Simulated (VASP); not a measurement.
# N (R-3c) in VASP: notebook, part 2 of 2

VASP 6.6.1.

## 3. Relaxation of cell and atoms, r2SCAN, target pressure 52 GPa, at which the enthalpy is minimised

This run uses another cell than the first one, of 8.15 Å³/atom.

File INCAR:

```
ALGO = Normal
EDIFF = 1E-7
EDIFFG = -0.005
ENCUT = 600
IBRION = 2
ISIF = 3
ISMEAR = 0
KPAR = 4
LASPH = True
LCHARG = False
LMIXTAU = True
LREAL = False
LWAVE = False
METAGGA = R2SCAN
NELM = 80
NSW = 90
PREC = Accurate
PSTRESS = 520.0
SIGMA = 0.03
```

File KPOINTS:

```
k-points
0
Gamma
  4 4 4
```

File POSCAR:

```
N                                       
1.0
    3.4021928339      1.9642569478      3.2525854982
   -3.4021928339      1.9642569478      3.2525854982
   -0.0000000000     -3.9285138956      3.2525854982
  N             
    16
Direct
     0.5886976922595957    0.0564255313283670    0.7217328510942215
     0.9435744686716034    0.2782671489058701    0.4113023077403415
     0.7217328510941922    0.5886976922596878    0.0564255313283044
     0.9438873222950425    0.9438873222950425    0.9438873222950425
     0.5564255313283670    0.0886976922595958    0.2217328510942222
     0.7782671489058702    0.4435744686716036    0.9113023077403419
     0.2782671489058074    0.4113023077403121    0.9435744686716959
     0.0561126777049574    0.0561126777049574    0.0561126777049574
     0.4435744686716330    0.9113023077404043    0.7782671489057784
     0.5561126777049575    0.5561126777049575    0.5561126777049575
     0.4113023077404042    0.9435744686716330    0.2782671489057778
     0.4438873222950424    0.4438873222950424    0.4438873222950424
     0.0564255313283966    0.7217328510941298    0.5886976922596581
     0.9113023077403122    0.7782671489058078    0.4435744686716956
     0.2217328510941300    0.5564255313283966    0.0886976922596585
     0.0886976922596880    0.2217328510941926    0.5564255313283041
```

Potentials or basis: VASP PAW PBE potentials, release 64 (N).

On the command line:

```
$ cat potpaw_PBE.64/N/POTCAR > POTCAR
$ mpirun -np 4 vasp_std > vasp.out
```

OUTCAR:

```text
EDIFF = 1E-7
   EDIFFG = -0.005
   ENCUT = 600
   IBRION = 2
   ISIF = 3
   ISMEAR = 0
   LASPH = True
   LREAL = False
   METAGGA = R2SCAN
   NELM = 80
   NSW = 90
   PREC = Accurate
   PSTRESS = 520.0

 ion  position               nearest neighbor table
   1  0.589  0.056  0.722-   9 1.10
   2  0.944  0.278  0.411-  16 1.10
   3  0.722  0.589  0.056-   6 1.10
   4  0.944  0.944  0.944-   8 1.10
   5  0.556  0.089  0.222-  11 1.10
   6  0.778  0.444  0.911-   3 1.10
[... 8 lines left out ...]
  15  0.222  0.556  0.089-   7 1.10
  16  0.089  0.222  0.556-   2 1.10

  LATTYP: Found a trigonal (rhomboedric) cell.
 ALAT       =     5.1002484115
 COS(alpha) =     0.1100508592

  Lattice vectors:

 A1 = (   3.4021928339,   1.9642569478,   3.2525854982)
 A2 = (  -3.4021928339,   1.9642569478,   3.2525854982)
 A3 = (   0.0000000000,  -3.9285138956,   3.2525854982)

Analysis of symmetry for initial positions (statically):
=====================================================================
 Subroutine PRICEL returns:
 Original cell was already a primitive cell.

 Routine SETGRP: Setting up the symmetry group for a
 trigonal (rhombohedral) supercell.

 Subroutine GETGRP returns: Found 12 space group operations
 (whereof  6 operations were pure point group operations)
 out of a pool of 12 trial point group operations.

The static configuration has the point symmetry S_6 .
 The point group associated with its full space group is D_3d.

Analysis of symmetry for dynamics (positions and initial velocities):
=====================================================================
 Subroutine PRICEL returns:
 Original cell was already a primitive cell.

 Routine SETGRP: Setting up the symmetry group for a
 trigonal (rhombohedral) supercell.

 Subroutine GETGRP returns: Found 12 space group operations
 (whereof  6 operations were pure point group operations)
 out of a pool of 12 trial point group operations.

The dynamic configuration has the point symmetry S_6 .
 The point group associated with its full space group is D_3d.

 Subroutine INISYM returns: Found 12 space group operations
 (whereof  6 operations are pure point group operations),
 and found     1 'primitive' translations

----------------------------------------------------------------------------------------

                                     Primitive cell

  volume of cell :     130.4179

  direct lattice vectors                    reciprocal lattice vectors
     3.402192834  1.964256948  3.252585498     0.146964039  0.084849727  0.102482574
    -3.402192834  1.964256948  3.252585498    -0.146964039  0.084849727  0.102482574
     0.000000000 -3.928513896  3.252585498     0.000000000 -0.169699455  0.102482574

  length of vectors
     5.100248412  5.100248412  5.100248411     0.198243746  0.198243746  0.198243746

  position of ions in fractional coordinates (direct lattice)
     0.588697692  0.056425531  0.721732851
     0.943574469  0.278267149  0.411302308
     0.721732851  0.588697692  0.056425531
     0.943887322  0.943887322  0.943887322
     0.556425531  0.088697692  0.221732851
     0.778267149  0.443574469  0.911302308
[... 53 lines left out ...]

 Found     13 irreducible k-points:

 Following reciprocal coordinates:
            Coordinates               Weight
  0.000000  0.000000  0.000000      1.000000
  0.250000  0.000000  0.000000      6.000000
  0.500000  0.000000  0.000000      3.000000
  0.250000  0.250000  0.000000      6.000000
  0.500000  0.250000 -0.000000     12.000000
 -0.250000  0.250000  0.000000      6.000000
  0.500000  0.500000  0.000000      3.000000
  0.250000  0.250000  0.250000      2.000000
  0.500000  0.250000  0.250000      6.000000
 -0.250000  0.250000  0.250000      6.000000
  0.500000  0.500000  0.250000      6.000000
 -0.250000  0.500000  0.250000      6.000000
  0.500000  0.500000  0.500000      1.000000
   k-points           NKPTS =     13   k-points in BZ     NKDIM =     13   number of bands    NBANDS=     49
   number of dos      NEDOS =    301   number of ions     NIONS =     16
   total plane-waves  NPLWV =  74088
   dimension x,y,z NGX =    42 NGY =   42 NGZ =   42
   dimension x,y,z NGXF=    84 NGYF=   84 NGZF=   84
   ions per type =              16
   NGX,Y,Z   is equivalent  to a cutoff of  13.69, 13.69, 13.69 a.u.
   NGXF,Y,Z  is equivalent  to a cutoff of  27.38, 27.38, 27.38 a.u.
 SYSTEM =  unknown system
   PREC   = accura    normal or accurate (medium, high low for compatibility)
   ISTART =      0    job   : 0-new  1-cont  2-samecut
   ICHARG =      2    charge: 1-file 2-atom 10-const
   ISPIN  =      1    spin polarized calculation?
   LNONCOLLINEAR =      F non collinear calculations
   LSORBIT =      F    spin-orbit coupling
   LASPH  =      T    aspherical Exc in radial PAW
   ENCUT  =  600.0 eV  44.10 Ry    6.64 a.u.  10.19 10.19 10.19*2*pi/ulx,y,z
   NELM   =     80;   NELMIN=  2; NELMDL= -5     # of ELM steps
   EDIFF  = 0.1E-06   stopping-criterion for ELM
   LREAL  =      F    real-space projection
   EDIFFG = -.5E-02   stopping-criterion for IOM
   NSW    =     90    number of steps for IOM
   IBRION =      2    ionic relax: 0-MD 1-quasi-New 2-CG
   NFREE  =      1    steps in history (QN), initial steepest desc. (CG)
   ISIF   =      3    stress and relaxation
   ISYM   =      2    0-nonsym 1-usesym 2-fastsym
   POTIM  = 0.5000    time-step for ionic-motion
   TEBEG  =    0.0;   TEEND  =   0.0 temperature during run
   PSTRESS=  520.0 pullay stress
   NELECT =      80.0000    total number of electrons
   NUPDOWN=      -1.0000    fix difference up-down
   EMIN   =  10.00;   EMAX   =-10.00  energy-range for DOS
   EFERMI =   0.00;   METHOD = LEGACY
   ISMEAR =     0;   SIGMA  =   0.03  broadening in eV -4-tet -1-fermi 0-gaus
   EFERMI_NEDOS =   21; number of points for ismear=-14 and -15
   IALGO  =     38    algorithm
   IMIX   =      4    mixing-type and parameters
     AMIX     =   0.40;   BMIX     =  1.00
     AMIX_MAG =   1.60;   BMIX_MAG =  1.00
  volume/ion in A,a.u.               =       8.15        55.01
  Fermi-wavevector in a.u.,A,eV,Ry     =   1.390996  2.628601 26.325488  1.934869
  Thomas-Fermi vector in A             =   2.514877
   LORBIT       =      0    0 simple, 1 ext, 2 COOP (PROOUT), +10 PAW based schemes
   METAGGA = R2SCAN    functional components
   LHFCALC =     F    Hartree Fock is set to
   AEXX    =    0.0000 exact exchange contribution
   IVDW    =     0    specifies the selected vdW correction
   LEPSILON=     F    determine dielectric tensor
   LRPA    =     F    only Hartree local field effects (RPA)
 conjugate gradient relaxation of ions
 non-spin polarized calculation
 Gauss-broadening in eV      SIGMA  =   0.03
  energy-cutoff  :      600.00
  volume of cell :      130.42
 maximum number of plane-waves:      4404
 NGX is ok and might be reduce to    42
   NGX = 21   NGY = 21   NGZ = 21

--------------------------------------- Ionic step        1  -------------------------------------------

 number of electron      80.0000014 magnetization

 Free energy of the ion-electron system (eV)
  ---------------------------------------------------
  ext. energy  EPLUGINS =         0.00000000
  ---------------------------------------------------
  free energy    TOTEN  =      -133.22427991 eV

  energy without entropy =     -133.22427991  energy(sigma->0) =     -133.22427991

------------------------ aborting loop because EDIFF is reached ----------------------------------------

  FORCE on cell =-STRESS in cart. coord.  units (eV):
  Direction    XX          YY          ZZ          XY          YZ          ZX
  --------------------------------------------------------------------------------------
  -------------------------------------------------------------------------------------
  Total       42.3150855     42.3150855     42.8088143      0.0000000      0.0000000      0.0000000
  in kB      519.8387026    519.8387022    525.9041360      0.0000000      0.0000000      0.0000000
  external PRESSURE =       1.8605136 kB  Pullay stress =     520.0000000 kB
[... 139 lines left out ...]
  energy  without entropy=     -133.2281874695  energy(sigma->0) =     -133.22818747

  enthalpy is  TOTEN    =       -90.8966193613 eV   P V=       42.3315681082

[... ionic steps 4 to 8 ...]

--------------------------------------- Ionic step        9  -------------------------------------------

 number of electron      80.0000014 magnetization

------------------------ aborting loop because EDIFF is reached ----------------------------------------
[... 99 lines left out ...]
--------------------------------------- Ionic step       11  -------------------------------------------

 number of electron      80.0000014 magnetization

 Free energy of the ion-electron system (eV)
  ---------------------------------------------------
  ext. energy  EPLUGINS =         0.00000000
  ---------------------------------------------------
  free energy    TOTEN  =      -133.14377263 eV

  energy without entropy =     -133.14377263  energy(sigma->0) =     -133.14377263

 E-fermi :   1.3580     XC(G=0): -12.1136

 val. band max:        1.1607847859   @ k =   0.0000   0.0000   0.0000
 cond. band min:       5.5951023612   @ k =   0.5000   0.5000   0.0000
 fundamental gap:      4.4343175753
 Fermi energy:         1.3579516389

 k-point     1 :       0.0000    0.0000    0.0000
  band No.  band energies     occupation
      1     -21.2672      2.00000
      2     -20.2594      2.00000
      3     -20.1610      2.00000
      4     -20.1610      2.00000
      5     -19.7997      2.00000
      6     -19.7827      2.00000
[... 712 lines left out ...]
  energy  without entropy=     -133.1437726314  energy(sigma->0) =     -133.14377263

  enthalpy is  TOTEN    =       -90.8969421543 eV   P V=       42.2468304771

 reached required accuracy - stopping structural energy minimisation
```

Run time: 7 min. Hardware: 4 MPI ranks of Intel Xeon Platinum 8559C (Emerald Rapids), shared host; peak memory 0.3 GiB.

What came out:

| Property | Result |
| --- | --- |
| Free energy | -133.1438 eV |
| Relaxed volume | 8.14 Å³/atom |
| Relaxed cell | a = 5.097 Å, b = 5.097 Å, c = 5.097 Å, α = 83.69°, β = 83.69°, γ = 83.69° |
| Space group after relaxing (to 0.1 Å) | R-3c (No. 167) |
| Energy change on relaxing (the run minimises the enthalpy) | +5.0 meV/atom |
| Ionic steps | 11 |
| Pressure after relaxing | 52.0 GPa |
| Largest force after relaxing | 0.004 eV/Å |
| Band gap on the k mesh | 4.43 eV (least direct gap 4.52 eV) |

Forces in eV/Å, atoms in the order of the input:
```
N   -0.002 -0.002  0.004
N    0.001 -0.003 -0.004
N    0.003 -0.001  0.004
N    0.000  0.000 -0.001
N    0.002 -0.002  0.004
N   -0.001 -0.003 -0.004
N   -0.003  0.001 -0.004
N    0.000  0.000  0.001
N   -0.002  0.002 -0.004
N    0.000  0.000  0.001
N    0.002  0.002 -0.004
N    0.000  0.000 -0.001
N   -0.001  0.003  0.004
N    0.003  0.001 -0.004
N    0.001  0.003  0.004
N   -0.003 -0.001  0.004
```

Step by step:
```csv
step,energy change (eV),largest force (eV/Å),pressure (GPa),volume (Å³)
1,0.0000,0.1682,52.19,130.42
2,0.0831,2.5570,43.42,130.60
3,-0.0039,0.0078,51.65,130.43
4,-0.0038,0.0096,51.67,130.43
5,0.0790,0.0769,52.01,130.17
6,0.0685,0.0670,51.97,130.20
7,0.1025,0.1173,52.11,130.10
8,0.0806,0.0056,52.02,130.17
9,0.0809,0.0055,52.02,130.17
10,0.0808,0.0050,52.02,130.17
11,0.0805,0.0045,52.02,130.17
```

Final structure:
```
CELL_PARAMETERS angstrom
3.40031 1.96317 3.24993
-3.40031 1.96317 3.24993
0.00000 -3.92634 3.24993
ATOMIC_POSITIONS crystal
N 0.58878 0.05657 0.72178
N 0.94343 0.27822 0.41122
N 0.72178 0.58878 0.05657
N 0.94379 0.94379 0.94379
N 0.55657 0.08878 0.22178
N 0.77822 0.44343 0.91122
N 0.27822 0.41122 0.94343
N 0.05621 0.05621 0.05621
N 0.44343 0.91122 0.77822
N 0.55621 0.55621 0.55621
N 0.41122 0.94343 0.27822
N 0.44379 0.44379 0.44379
N 0.05657 0.72178 0.58878
N 0.91122 0.77822 0.44343
N 0.22178 0.55657 0.08878
N 0.08878 0.22178 0.55657
```

Caveat: the cell is relaxed towards a set pressure, so the run minimises the enthalpy, not the energy; the standard files for N, O and F lose accuracy on very short bonds; the PAW data sets were made with another functional, which shifts forces and pressure a little.
